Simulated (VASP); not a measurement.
# ZnCu (P4/mmm) in VASP: further runs

Runs on ZnCu. Level: PBEsol. Tasks: single point.

Everything below comes from runs of VASP 6.6.1. Logs are shortened: lines on timing, memory, paths and dates and some standing lists are left out, and cuts for length are marked.

## 1. The cell of the first run

Symmetry: P4/mmm, No. 123, tetragonal system. Conventional cell: a = 3.109 Å, b = 3.109 Å, c = 2.643 Å, α = 90.00°, β = 90.00°, γ = 90.00°. Zn (site symmetry 4/mmm) has 8 Cu at 2.56 Å and 6 Zn at 2.64 to 3.11 Å within 3.4 Å. Cu (site symmetry 4/mmm) has 8 Zn at 2.56 Å and 6 Cu at 2.64 to 3.11 Å within 3.4 Å.

## 2. Single point, PBEsol

The input, INCAR:

```
  PREC = Accurate
  ENCUT = 520
  EDIFF = 1E-6
  ISMEAR = 0
  SIGMA = 0.15
  LREAL = F
  LASPH = T
  NELM = 100
  ALGO = Normal
  ISIF = 2
  LWAVE = F
  LCHARG = F
  GGA = PS
  NBANDS = 18
```

The input, KPOINTS:

```
regular mesh
0
Gamma
  18 18 18
```

The input, POSCAR:

```
ZnCu
1.0
    3.1089398804      0.0000000000      0.0000000000
    0.0000000000      3.1089398804      0.0000000000
    0.0000000000      0.0000000000      2.6425988983
Zn Cu
1 1
Direct
    0.5000000000      0.5000000000      0.5000000000
    0.0000000000      0.0000000000      0.0000000000
```

Potentials or basis: VASP PAW PBE potentials, release 64 (Zn, Cu).

The run is started by

```console
cat potpaw_PBE.64/Zn/POTCAR potpaw_PBE.64/Cu/POTCAR > POTCAR
mpirun -np 1 vasp_std > vasp.out
```

OUTCAR:

```text
PREC = Accurate
   ENCUT = 520
   EDIFF = 1E-6
   ISMEAR = 0
   LREAL = F
   LASPH = T
   NELM = 100
   ISIF = 2
   GGA = PS

 ion  position               nearest neighbor table
   1  0.500  0.500  0.500-   2 2.56   2 2.56   2 2.56   2 2.56   2 2.56   2 2.56   2 2.56   2 2.56

   2  0.000  0.000  0.000-   1 2.56   1 2.56   1 2.56   1 2.56   1 2.56   1 2.56   1 2.56   1 2.56

  LATTYP: Found a simple tetragonal cell.
 ALAT       =     3.1089398804
 C/A-ratio  =     0.8500000000

  Lattice vectors:

 A1 = (   3.1089398804,   0.0000000000,   0.0000000000)
 A2 = (   0.0000000000,   3.1089398804,   0.0000000000)
 A3 = (   0.0000000000,   0.0000000000,   2.6425988983)

Analysis of symmetry for initial positions (statically):
=====================================================================
 Subroutine PRICEL returns:
 Original cell was already a primitive cell.

 Routine SETGRP: Setting up the symmetry group for a
 simple tetragonal supercell.

 Subroutine GETGRP returns: Found 16 space group operations
 (whereof 16 operations were pure point group operations)
 out of a pool of 16 trial point group operations.

The static configuration has the point symmetry D_4h.

Analysis of symmetry for dynamics (positions and initial velocities):
=====================================================================
 Subroutine PRICEL returns:
 Original cell was already a primitive cell.

 Routine SETGRP: Setting up the symmetry group for a
 simple tetragonal supercell.

 Subroutine GETGRP returns: Found 16 space group operations
 (whereof 16 operations were pure point group operations)
 out of a pool of 16 trial point group operations.

The dynamic configuration has the point symmetry D_4h.

 Subroutine INISYM returns: Found 16 space group operations
 (whereof 16 operations are pure point group operations),
 and found     1 'primitive' translations

----------------------------------------------------------------------------------------

                                     Primitive cell

  volume of cell :      25.5421

  direct lattice vectors                    reciprocal lattice vectors
     3.108939880  0.000000000  0.000000000     0.321653052  0.000000000  0.000000000
     0.000000000  3.108939880  0.000000000     0.000000000  0.321653052  0.000000000
     0.000000000  0.000000000  2.642598898     0.000000000  0.000000000  0.378415355

  length of vectors
     3.108939880  3.108939880  2.642598898     0.321653052  0.321653052  0.378415355

  position of ions in fractional coordinates (direct lattice)
     0.500000000  0.500000000  0.500000000
     0.000000000  0.000000000  0.000000000

  ion indices of the primitive-cell ions
   primitive index   ion index
                 1           1
                 2           2

----------------------------------------------------------------------------------------

 KPOINTS: regular mesh

Automatic generation of k-mesh.
 Grid dimensions read from file:
 generate k-points for:   18   18   18

 Generating k-lattice:

  Cartesian coordinates                     Fractional coordinates (reciprocal lattice)
     0.017869614  0.000000000  0.000000000     0.055555556  0.000000000  0.000000000
     0.000000000  0.017869614  0.000000000     0.000000000  0.055555556  0.000000000
     0.000000000  0.000000000  0.021023075     0.000000000  0.000000000  0.055555556

  Length of vectors
     0.017869614  0.017869614  0.021023075

  Shift w.r.t. Gamma in fractional coordinates (k-lattice)
     0.000000000  0.000000000  0.000000000

 Subroutine IBZKPT returns following result:
 ===========================================

 Found    550 irreducible k-points:

 Following reciprocal coordinates:
            Coordinates               Weight
  0.000000  0.000000  0.000000      1.000000
  0.055556  0.000000  0.000000      4.000000
  0.111111  0.000000  0.000000      4.000000
  0.166667  0.000000  0.000000      4.000000
  0.222222  0.000000  0.000000      4.000000
  0.277778  0.000000  0.000000      4.000000
[... 16 lines left out ...]
  0.277778  0.111111  0.000000      8.000000
  0.333333  0.111111  0.000000      8.000000
 [... further k-points ...]
   k-points           NKPTS =    550   k-points in BZ     NKDIM =    550   number of bands    NBANDS=     18
   number of dos      NEDOS =    301   number of ions     NIONS =      2
   total plane-waves  NPLWV =  11520
   dimension x,y,z NGX =    24 NGY =   24 NGZ =   20
   dimension x,y,z NGXF=    48 NGYF=   48 NGZF=   40
   ions per type =               1   1
   NGX,Y,Z   is equivalent  to a cutoff of  12.83, 12.83, 12.58 a.u.
   NGXF,Y,Z  is equivalent  to a cutoff of  25.67, 25.67, 25.16 a.u.
 SYSTEM =  unknown system
   PREC   = accura    normal or accurate (medium, high low for compatibility)
   ISTART =      0    job   : 0-new  1-cont  2-samecut
   ICHARG =      2    charge: 1-file 2-atom 10-const
   ISPIN  =      1    spin polarized calculation?
   LNONCOLLINEAR =      F non collinear calculations
   LSORBIT =      F    spin-orbit coupling
   LASPH  =      T    aspherical Exc in radial PAW
   ENCUT  =  520.0 eV  38.22 Ry    6.18 a.u.   5.78  5.78  4.91*2*pi/ulx,y,z
   NELM   =    100;   NELMIN=  2; NELMDL= -5     # of ELM steps
   EDIFF  = 0.1E-05   stopping-criterion for ELM
   LREAL  =      F    real-space projection
   EDIFFG = 0.1E-04   stopping-criterion for IOM
   NSW    =      0    number of steps for IOM
   IBRION =     -1    ionic relax: 0-MD 1-quasi-New 2-CG
   NFREE  =      0    steps in history (QN), initial steepest desc. (CG)
   ISIF   =      2    stress and relaxation
   ISYM   =      2    0-nonsym 1-usesym 2-fastsym
   POTIM  = 0.5000    time-step for ionic-motion
   TEBEG  =    0.0;   TEEND  =   0.0 temperature during run
   PSTRESS=    0.0 pullay stress
   NELECT =      23.0000    total number of electrons
   NUPDOWN=      -1.0000    fix difference up-down
   EMIN   =  10.00;   EMAX   =-10.00  energy-range for DOS
   EFERMI =   0.00;   METHOD = LEGACY
   ISMEAR =     0;   SIGMA  =   0.15  broadening in eV -4-tet -1-fermi 0-gaus
   EFERMI_NEDOS =   21; number of points for ismear=-14 and -15
   IALGO  =     38    algorithm
   IMIX   =      4    mixing-type and parameters
     AMIX     =   0.40;   BMIX     =  1.00
     AMIX_MAG =   1.60;   BMIX_MAG =  1.00
  volume/ion in A,a.u.               =      12.77        86.18
  Fermi-wavevector in a.u.,A,eV,Ry     =   1.580880  2.987429 34.003415  2.499180
  Thomas-Fermi vector in A             =   2.681040
   LORBIT       =      0    0 simple, 1 ext, 2 COOP (PROOUT), +10 PAW based schemes
   GGA     = PS    functional components
   LHFCALC =     F    Hartree Fock is set to
   AEXX    =    0.0000 exact exchange contribution
   IVDW    =     0    specifies the selected vdW correction
   LEPSILON=     F    determine dielectric tensor
   LRPA    =     F    only Hartree local field effects (RPA)
 non-spin polarized calculation
 Gauss-broadening in eV      SIGMA  =   0.15
  energy-cutoff  :      520.00
  volume of cell :       25.54
 maximum number of plane-waves:       712
 NGX is ok and might be reduce to    24
   NGX = 11   NGY = 11   NGZ =  9

 number of electron      22.9999990 magnetization

 Free energy of the ion-electron system (eV)
  ---------------------------------------------------
  ext. energy  EPLUGINS =         0.00000000
  ---------------------------------------------------
  free energy    TOTEN  =        -6.04606409 eV

  energy without entropy =       -6.04062182  energy(sigma->0) =       -6.04334296

 E-fermi :   5.3757     XC(G=0): -12.5613

 val. band max:        5.3749759910   @ k =   0.3333   0.0000   0.3889
 cond. band min:       5.3879506297   @ k =   0.4444   0.2222   0.3889
 fundamental gap:      0.0129746388
 Fermi energy:         5.3756573180

 k-point     1 :       0.0000    0.0000    0.0000
  band No.  band energies     occupation
      1      -5.0152      2.00000
      2      -2.6048      2.00000
      3      -2.4474      2.00000
      4      -1.9249      2.00000
      5      -1.6736      2.00000
      6      -1.6736      2.00000
[... 10 lines left out ...]
     17      21.2412      0.00000
     18      25.7252      0.00000

 k-point     2 :       0.0556    0.0000    0.0000
  band No.  band energies     occupation
      1      -4.9656      2.00000
      2      -2.5998      2.00000
      3      -2.4379      2.00000
      4      -1.9275      2.00000
      5      -1.6758      2.00000
      6      -1.6722      2.00000
[... 10 lines left out ...]
     17      21.2688      0.00000
     18      25.0837      0.00000

 k-point     3 :       0.1111    0.0000    0.0000
  band No.  band energies     occupation
      1      -4.8177      2.00000
      2      -2.5851      2.00000
      3      -2.4097      2.00000
      4      -1.9350      2.00000
      5      -1.6822      2.00000
      6      -1.6680      2.00000
[... 10 lines left out ...]
     17      21.3557      0.00000
     18      23.8252      0.00000

 k-point     4 :       0.1667    0.0000    0.0000
  band No.  band energies     occupation
      1      -4.5748      2.00000
      2      -2.5615      2.00000
      3      -2.3643      2.00000
      4      -1.9466      2.00000
      5      -1.6919      2.00000
      6      -1.6615      2.00000
[... 375 lines left out ...]
      4      -1.9668      2.00000
      5      -1.7095      2.00000
      6      -1.6615      2.00000
[... 10 lines left out ...]
     17      20.4059      0.00000
     18      22.0188      0.00000

 k-point    23 :       0.2778    0.1111    0.0000
  band No.  band energies     occupation
      1      -3.6789      2.00000
      2      -2.4738      2.00000
      3      -2.1959      2.00000
      4      -1.9617      2.00000
      5      -1.7224      2.00000
      6      -1.6573      2.00000
[... 10 lines left out ...]
     17      21.5234      0.00000
     18      23.1364      0.00000

 k-point    24 :       0.3333    0.1111    0.0000
  band No.  band energies     occupation
      1      -3.2755      2.00000
      2      -2.4205      2.00000
      3      -2.1412      2.00000
      4      -1.8889      2.00000
      5      -1.7347      2.00000
      6      -1.6532      2.00000
[... 10 lines left out ...]
     17      22.0026      0.00000
     18      22.7862      0.00000

 [... further k-points ...]

------------------------ aborting loop because EDIFF is reached ----------------------------------------

  FORCE on cell =-STRESS in cart. coord.  units (eV):
  Direction    XX          YY          ZZ          XY          YZ          ZX
  --------------------------------------------------------------------------------------
  -------------------------------------------------------------------------------------
  Total       -0.8664771     -0.8664771      0.1671383      0.0000000      0.0000000      0.0000000
  in kB      -54.3515285    -54.3515285     10.4840879      0.0000000      0.0000000      0.0000000
  external PRESSURE =     -32.7396564 kB  Pullay stress =       0.0000000 kB

 VOLUME and BASIS-vectors are now :
 -----------------------------------------------------------------------------
  energy-cutoff  :      520.00
  volume of cell :       25.54
      direct lattice vectors                 reciprocal lattice vectors
     3.108939880  0.000000000  0.000000000     0.321653052  0.000000000  0.000000000
     0.000000000  3.108939880  0.000000000     0.000000000  0.321653052  0.000000000
     0.000000000  0.000000000  2.642598898     0.000000000  0.000000000  0.378415355

 POSITION                                       TOTAL-FORCE (eV/Angst)
 -----------------------------------------------------------------------------------
      1.55447      1.55447      1.32130         0.000000      0.000000      0.000000
      0.00000      0.00000      0.00000         0.000000      0.000000      0.000000
 -----------------------------------------------------------------------------------
    total drift:                                0.000000     -0.000000     -0.000000

  FREE ENERGIE OF THE ION-ELECTRON SYSTEM (eV)
  ---------------------------------------------------
  free  energy   TOTEN  =        -6.0460640930 eV

  energy  without entropy=       -6.0406218226  energy(sigma->0) =       -6.04334296
```

Wall time 3.5 min (1 thread of AMD EPYC 7R43 (Zen 3), shared host); peak memory 0.32 GiB.

Results:

```
Free energy : -6.0461 eV
Pressure    : -3.3 GPa
```

Stress tensor (GPa, compression positive):
```
-5.44  0.00  0.00
 0.00 -5.44  0.00
 0.00  0.00  1.05
```

Caveat: the PAW data sets were made with another functional, which shifts forces and pressure a little.

[end of part 1 of 2]
